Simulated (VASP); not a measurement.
# BaS (Imm2) in VASP: further runs

The runs below take BaS through single point, with PBEsol.

All numbers are computed with VASP 6.6.1; they aren't measurements. Logs are shortened: lines on timing, memory, paths and dates and some standing lists are left out, and cuts for length are marked.

## Step 1: The cell of the first run

It takes space group Imm2 (No. 44, orthorhombic). The conventional cell has a = 4.478 Å, b = 6.333 Å, c = 4.478 Å, α = 90.00°, β = 90.00°, γ = 90.00°. Ba (site symmetry mm2) has 6 S at 3.12 to 3.21 Å within 4.1 Å. S (site symmetry mm2) has 6 Ba at 3.12 to 3.21 Å within 4.1 Å.

## Step 2: Single point, PBEsol (all Ba atoms moved +0.062 Å, as atom 1 along Cartesian [1 -1 0])

Contents of INCAR:

```
SYSTEM = BaS
ALGO     = Normal         ! electronic algorithm
EDIFF    = 1E-7           ! SCF threshold, eV
ENCUT    = 520            ! plane-wave cutoff, eV
GGA      = PS             ! functional
ISIF     = 2              ! what is computed and relaxed
ISMEAR   = 0              ! smearing method
LASPH    = .True.         ! aspherical terms in the spheres
LCHARG   = .True.         ! write CHGCAR
LELF     = .True.         ! ELF
LREAL    = .False.        ! projectors in reciprocal space
LVHAR    = .True.       
LWAVE    = .False.        ! write WAVECAR
NBANDS   = 15             ! bands
NELM     = 100            ! most SCF steps
PREC     = Accurate       ! precision mode
SIGMA    = 0.05           ! smearing width, eV
```

Contents of KPOINTS:

```
k-points
0
Gamma
  8 8 8
  0 0 0
```

Contents of POSCAR:

```
BaS
1.0
    0.0000000000      3.1663007200      3.1663007200
    3.1663007200      0.0000000000      3.1663007200
    3.1663007200      3.1663007200      0.0000000000
Ba S
1 1
Direct
   -0.0139576679      0.0139576679      0.0000000000
    0.5000000000      0.5000000000      0.5000000000
```

Potentials or basis: VASP PAW PBE potentials, release 64 (Ba_sv, S).

Started as:

```sh
$ cat potpaw_PBE.64/Ba_sv/POTCAR potpaw_PBE.64/S/POTCAR > POTCAR
$ mpirun -np 1 vasp_std > vasp.out
```

OUTCAR:

```text
SYSTEM = BaS
   EDIFF = 1E-7
   ENCUT = 520
   GGA = PS
   ISIF = 2
   ISMEAR = 0
   LASPH = .True.
   LREAL = .False.
   NELM = 100
   PREC = Accurate

 ion  position               nearest neighbor table
   1  0.986  0.014  0.000-   2 3.12   2 3.12   2 3.17   2 3.17   2 3.21   2 3.21
   2  0.500  0.500  0.500-   1 3.12   1 3.12   1 3.17   1 3.17   1 3.21   1 3.21

  LATTYP: Found a face centered cubic cell.
 ALAT       =     6.3326014400

  Lattice vectors:

 A1 = (   0.0000000000,   3.1663007200,   3.1663007200)
 A2 = (   3.1663007200,   0.0000000000,   3.1663007200)
 A3 = (   3.1663007200,   3.1663007200,   0.0000000000)

Analysis of symmetry for initial positions (statically):
=====================================================================
 Subroutine PRICEL returns:
 Original cell was already a primitive cell.

 Routine SETGRP: Setting up the symmetry group for a
 face centered cubic supercell.

 Subroutine GETGRP returns: Found  4 space group operations
 (whereof  4 operations were pure point group operations)
 out of a pool of 48 trial point group operations.

The static configuration has the point symmetry C_2v.

Analysis of symmetry for dynamics (positions and initial velocities):
=====================================================================
 Subroutine PRICEL returns:
 Original cell was already a primitive cell.

 Routine SETGRP: Setting up the symmetry group for a
 face centered cubic supercell.

 Subroutine GETGRP returns: Found  4 space group operations
 (whereof  4 operations were pure point group operations)
 out of a pool of 48 trial point group operations.

The dynamic configuration has the point symmetry C_2v.

 Subroutine INISYM returns: Found  4 space group operations
 (whereof  4 operations are pure point group operations),
 and found     1 'primitive' translations

----------------------------------------------------------------------------------------

                                     Primitive cell

  volume of cell :      63.4872

  direct lattice vectors                    reciprocal lattice vectors
     0.000000000  3.166300720  3.166300720    -0.157912986  0.157912986  0.157912986
     3.166300720  0.000000000  3.166300720     0.157912986 -0.157912986  0.157912986
     3.166300720  3.166300720  0.000000000     0.157912986  0.157912986 -0.157912986

  length of vectors
     4.477825421  4.477825421  4.477825421     0.273513314  0.273513314  0.273513314

  position of ions in fractional coordinates (direct lattice)
     0.986042332  0.013957668  0.000000000
     0.500000000  0.500000000  0.500000000

  ion indices of the primitive-cell ions
   primitive index   ion index
                 1           1
                 2           2

----------------------------------------------------------------------------------------

 KPOINTS: k-points

Automatic generation of k-mesh.
 Grid dimensions read from file:
 generate k-points for:    8    8    8

 Generating k-lattice:

  Cartesian coordinates                     Fractional coordinates (reciprocal lattice)
    -0.019739123  0.019739123  0.019739123     0.125000000  0.000000000  0.000000000
     0.019739123 -0.019739123  0.019739123     0.000000000  0.125000000  0.000000000
     0.019739123  0.019739123 -0.019739123     0.000000000  0.000000000  0.125000000

  Length of vectors
     0.034189164  0.034189164  0.034189164

  Shift w.r.t. Gamma in fractional coordinates (k-lattice)
     0.000000000  0.000000000  0.000000000

 Subroutine IBZKPT returns following result:
 ===========================================

 Found     95 irreducible k-points:

 Following reciprocal coordinates:
            Coordinates               Weight
  0.000000  0.000000  0.000000      1.000000
  0.125000  0.000000  0.000000      4.000000
  0.000000  0.000000  0.125000      4.000000
  0.250000  0.000000  0.000000      4.000000
  0.000000  0.000000  0.250000      4.000000
  0.375000  0.000000  0.000000      4.000000
[... 16 lines left out ...]
  0.125000  0.125000 -0.375000      4.000000
 -0.375000  0.125000  0.000000      4.000000
 [... further k-points ...]
   k-points           NKPTS =     95   k-points in BZ     NKDIM =     95   number of bands    NBANDS=     15
   number of dos      NEDOS =    301   number of ions     NIONS =      2
   total plane-waves  NPLWV =  46656
   dimension x,y,z NGX =    36 NGY =   36 NGZ =   36
   dimension x,y,z NGXF=    72 NGYF=   72 NGZF=   72
   ions per type =               1   1
   NGX,Y,Z   is equivalent  to a cutoff of  13.37, 13.37, 13.37 a.u.
   NGXF,Y,Z  is equivalent  to a cutoff of  26.73, 26.73, 26.73 a.u.
 SYSTEM =  BaS
   PREC   = accura    normal or accurate (medium, high low for compatibility)
   ISTART =      0    job   : 0-new  1-cont  2-samecut
   ICHARG =      2    charge: 1-file 2-atom 10-const
   ISPIN  =      1    spin polarized calculation?
   LNONCOLLINEAR =      F non collinear calculations
   LSORBIT =      F    spin-orbit coupling
   LASPH  =      T    aspherical Exc in radial PAW
   ENCUT  =  520.0 eV  38.22 Ry    6.18 a.u.   8.33  8.33  8.33*2*pi/ulx,y,z
   NELM   =    100;   NELMIN=  2; NELMDL= -5     # of ELM steps
   EDIFF  = 0.1E-06   stopping-criterion for ELM
   LREAL  =      F    real-space projection
   EDIFFG = 0.1E-05   stopping-criterion for IOM
   NSW    =      0    number of steps for IOM
   IBRION =     -1    ionic relax: 0-MD 1-quasi-New 2-CG
   NFREE  =      0    steps in history (QN), initial steepest desc. (CG)
   ISIF   =      2    stress and relaxation
   ISYM   =      2    0-nonsym 1-usesym 2-fastsym
   POTIM  = 0.5000    time-step for ionic-motion
   TEBEG  =    0.0;   TEEND  =   0.0 temperature during run
   PSTRESS=    0.0 pullay stress
   NELECT =      16.0000    total number of electrons
   NUPDOWN=      -1.0000    fix difference up-down
   EMIN   =  10.00;   EMAX   =-10.00  energy-range for DOS
   EFERMI =   0.00;   METHOD = LEGACY
   ISMEAR =     0;   SIGMA  =   0.05  broadening in eV -4-tet -1-fermi 0-gaus
   EFERMI_NEDOS =   21; number of points for ismear=-14 and -15
   IALGO  =     38    algorithm
   IMIX   =      4    mixing-type and parameters
     AMIX     =   0.40;   BMIX     =  1.00
     AMIX_MAG =   1.60;   BMIX_MAG =  1.00
  volume/ion in A,a.u.               =      31.74       214.22
  Fermi-wavevector in a.u.,A,eV,Ry     =   1.034076  1.954121 14.548903  1.069314
  Thomas-Fermi vector in A             =   2.168354
   LORBIT       =      0    0 simple, 1 ext, 2 COOP (PROOUT), +10 PAW based schemes
   GGA     = PS    functional components
   LHFCALC =     F    Hartree Fock is set to
   AEXX    =    0.0000 exact exchange contribution
   IVDW    =     0    specifies the selected vdW correction
   LEPSILON=     F    determine dielectric tensor
   LRPA    =     F    only Hartree local field effects (RPA)
 non-spin polarized calculation
 Gauss-broadening in eV      SIGMA  =   0.05
  energy-cutoff  :      520.00
  volume of cell :       63.49
 maximum number of plane-waves:      1727
 NGX is ok and might be reduce to    36
   NGX = 17   NGY = 17   NGZ = 17

 number of electron      15.9999999 magnetization

 Free energy of the ion-electron system (eV)
  ---------------------------------------------------
  ext. energy  EPLUGINS =         0.00000000
  ---------------------------------------------------
  free energy    TOTEN  =       -10.71304034 eV

  energy without entropy =      -10.71304034  energy(sigma->0) =      -10.71304034

 E-fermi :   1.7183     XC(G=0):  -8.9310

 val. band max:        1.4724127955   @ k =   0.0000   0.0000   0.0000
 cond. band min:       3.4233536928   @ k =   0.0000   0.5000   0.5000
 fundamental gap:      1.9509408973
 Fermi energy:         1.7182874663

 k-point     1 :       0.0000    0.0000    0.0000
  band No.  band energies     occupation
      1     -24.4763      2.00000
      2      -9.5246      2.00000
      3      -9.5166      2.00000
      4      -9.5154      2.00000
      5      -8.9071      2.00000
      6       1.4707      2.00000
      7       1.4707      2.00000
      8       1.4724      2.00000
      9       5.0113      0.00000
     10       5.2617      0.00000
     11       5.2725      0.00000
     12       5.2754      0.00000
     13       6.2495      0.00000
     14       6.2570      0.00000
     15      10.0268      0.00000

 k-point     2 :       0.1250    0.0000    0.0000
  band No.  band energies     occupation
      1     -24.4687      2.00000
      2      -9.8934      2.00000
      3      -9.5229      2.00000
      4      -9.5223      2.00000
      5      -8.5244      2.00000
      6       1.0311      2.00000
      7       1.2464      2.00000
      8       1.2485      2.00000
      9       5.2551      0.00000
     10       5.5041      0.00000
     11       5.5097      0.00000
     12       5.6539      0.00000
     13       6.7338      0.00000
     14       6.7366      0.00000
     15      10.6842      0.00000

 k-point     3 :       0.0000    0.0000    0.1250
  band No.  band energies     occupation
      1     -24.4687      2.00000
      2      -9.8941      2.00000
      3      -9.5235      2.00000
      4      -9.5222      2.00000
      5      -8.5233      2.00000
      6       1.0269      2.00000
      7       1.2464      2.00000
      8       1.2556      2.00000
      9       5.2511      0.00000
     10       5.5039      0.00000
     11       5.5060      0.00000
     12       5.6501      0.00000
     13       6.7335      0.00000
     14       6.7461      0.00000
     15      10.6839      0.00000

 k-point     4 :       0.2500    0.0000    0.0000
  band No.  band energies     occupation
      1     -24.4503      2.00000
      2     -10.3668      2.00000
      3      -9.5381      2.00000
      4      -9.5375      2.00000
      5      -8.0167      2.00000
      6       0.2525      2.00000
      7       0.8038      2.00000
      8       0.8055      2.00000
      9       5.4885      0.00000
     10       6.1834      0.00000
     11       6.1874      0.00000
     12       6.8690      0.00000
     13       7.9299      0.00000
     14       7.9303      0.00000
     15      12.0598      0.00000
[... 307 lines left out ...]
 k-point    22 :       0.1250    0.0000    0.5000
  band No.  band energies     occupation
      1     -24.4217      2.00000
      2     -10.7186      2.00000
      3      -9.6218      2.00000
      4      -9.5854      2.00000
      5      -7.6644      2.00000
      6      -0.3476      2.00000
      7       0.4258      2.00000
      8       0.4617      2.00000
      9       6.1052      0.00000
     10       7.1603      0.00000
     11       7.9631      0.00000
     12       8.1969      0.00000
     13       9.7155      0.00000
     14      10.3311      0.00000
     15      10.7143      0.00000

 k-point    23 :       0.1250    0.1250   -0.3750
  band No.  band energies     occupation
      1     -24.4217      2.00000
      2     -10.7183      2.00000
      3      -9.6214      2.00000
      4      -9.5860      2.00000
      5      -7.6644      2.00000
      6      -0.3479      2.00000
      7       0.4144      2.00000
      8       0.4731      2.00000
      9       6.0932      0.00000
     10       7.1715      0.00000
     11       7.9631      0.00000
     12       8.2089      0.00000
     13       9.7340      0.00000
     14      10.3039      0.00000
     15      10.6883      0.00000

 k-point    24 :      -0.3750    0.1250    0.0000
  band No.  band energies     occupation
      1     -24.4243      2.00000
      2     -10.6897      2.00000
      3      -9.6434      2.00000
      4      -9.5601      2.00000
      5      -7.6751      2.00000
      6      -0.3550      2.00000
      7       0.3632      2.00000
      8       0.6041      2.00000
      9       6.2127      0.00000
     10       7.1504      0.00000
     11       7.2131      0.00000
     12       8.1832      0.00000
     13       9.1988      0.00000
     14      10.4969      0.00000
     15      11.1530      0.00000

 [... further k-points ...]
[... 5 lines left out ...]
  --------------------------------------------------------------------------------------
  -------------------------------------------------------------------------------------
  Total        0.2940220      0.2940220      0.2537848      0.0078669      0.0000000      0.0000000
  in kB        7.4200012      7.4200012      6.4045665      0.1985312      0.0000000      0.0000000
  external PRESSURE =       7.0815230 kB  Pullay stress =       0.0000000 kB

 VOLUME and BASIS-vectors are now :
 -----------------------------------------------------------------------------
  energy-cutoff  :      520.00
  volume of cell :       63.49
      direct lattice vectors                 reciprocal lattice vectors
     0.000000000  3.166300720  3.166300720    -0.157912986  0.157912986  0.157912986
     3.166300720  0.000000000  3.166300720     0.157912986 -0.157912986  0.157912986
     3.166300720  3.166300720  0.000000000     0.157912986  0.157912986 -0.157912986

 POSITION                                       TOTAL-FORCE (eV/Angst)
 -----------------------------------------------------------------------------------
      0.04419      3.12211      3.16630        -0.098061      0.098061      0.000000
      3.16630      3.16630      3.16630         0.098061     -0.098061      0.000000
 -----------------------------------------------------------------------------------
    total drift:                               -0.000003      0.000003      0.000000

  FREE ENERGIE OF THE ION-ELECTRON SYSTEM (eV)
  ---------------------------------------------------
  free  energy   TOTEN  =       -10.7130403359 eV

  energy  without entropy=      -10.7130403359  energy(sigma->0) =      -10.71304034
```

Wall time 74 s (1 thread of Intel Xeon Platinum 8488C (Sapphire Rapids), shared host); peak memory 0.25 GiB.

What came out:

```yaml
Free_energy: -10.7130 eV
Pressure: 0.7 GPa
Largest_force: 0.139 eV/Å
Band_gap_on_the_k_mesh: 1.95 eV, indirect (least direct gap 2.07 eV)
```

Forces on the atoms (eV/Å):
```
Ba  -0.098  0.098  0.000
S    0.098 -0.098  0.000
```

Stress tensor (GPa, compression positive):
```
0.74 0.02 0.00
0.02 0.74 0.00
0.00 0.00 0.64
```

Caveat: the cell differs from its parent crystal (all Ba atoms moved +0.062 Å, as atom 1 along Cartesian [1 -1 0]); the PAW data sets were made with another functional, which shifts forces and pressure a little; spin-orbit coupling is left out, which moves the levels of the heavy elements.

## Step 3: Single point, PBEsol (all Ba atoms moved +0.037 Å, as atom 1 along Cartesian [1 -1 0])

Contents of INCAR:

```
PREC = Accurate
ENCUT = 520
EDIFF = 1E-6
ISMEAR = 0
SIGMA = 0.05
LREAL = False
LASPH = True
NELM = 80
ALGO = Normal
ISIF = 2
LWAVE = False
LCHARG = True
GGA = PS
LELF = True
LVHAR = True
NBANDS = 15
```

Contents of KPOINTS:

```
regular mesh
0
Gamma
  8 8 8
```

POSCAR: that of step 2 with these lines changed.

```diff
@@ -8,3 +8,3 @@
 Direct
-   -0.0139576679      0.0139576679      0.0000000000
+   -0.0083746007      0.0083746007      0.0000000000
     0.5000000000      0.5000000000      0.5000000000
```

Potentials or basis: VASP PAW PBE potentials, release 64 (Ba_sv, S).

Started as:

```sh
$ cat potpaw_PBE.64/Ba_sv/POTCAR potpaw_PBE.64/S/POTCAR > POTCAR
$ mpirun -np 1 vasp_std > vasp.out
```

It took 72 s on 1 thread of Intel Xeon Platinum 8488C (Sapphire Rapids), shared host; peak memory 0.25 GiB.

The run converged. Its results:

- Free energy: -10.7158 eV
- Pressure: 0.7 GPa
- Largest force: 0.083 eV/Å
- Band gap on the k mesh: 1.94 eV, indirect (least direct gap 2.06 eV)

Forces in eV/Å, atoms in the order of the input:
```
Ba  -0.059  0.059  0.000
S    0.059 -0.059  0.000
```

Levels at points of the mesh, in eV from the valence-band top:
```csv
k point,band 6,band 7,band 8,band 9,band 10,band 11
"(0.00, 0.00, 0.00)",0.00,0.00,0.00,3.54,3.79,3.79
"(0.50, 0.00, 0.00)",-2.05,-1.16,-1.16,5.53,5.63,6.36
"(0.00, 0.00, 0.50)",-2.05,-1.16,-1.15,5.55,5.60,6.36
"(0.50, 0.50, 0.00)",-0.51,-0.13,-0.12,1.94,5.97,6.08
"(0.00, 0.50, 0.50)",-0.51,-0.13,-0.12,1.94,5.97,6.08
```

Caveat: the cell differs from its parent crystal (all Ba atoms moved +0.037 Å, as atom 1 along Cartesian [1 -1 0]); the PAW data sets were made with another functional, which shifts forces and pressure a little; spin-orbit coupling is left out, which moves the levels of the heavy elements. A k mesh can miss the band edges.

(Part 1 of 2 ends here.)
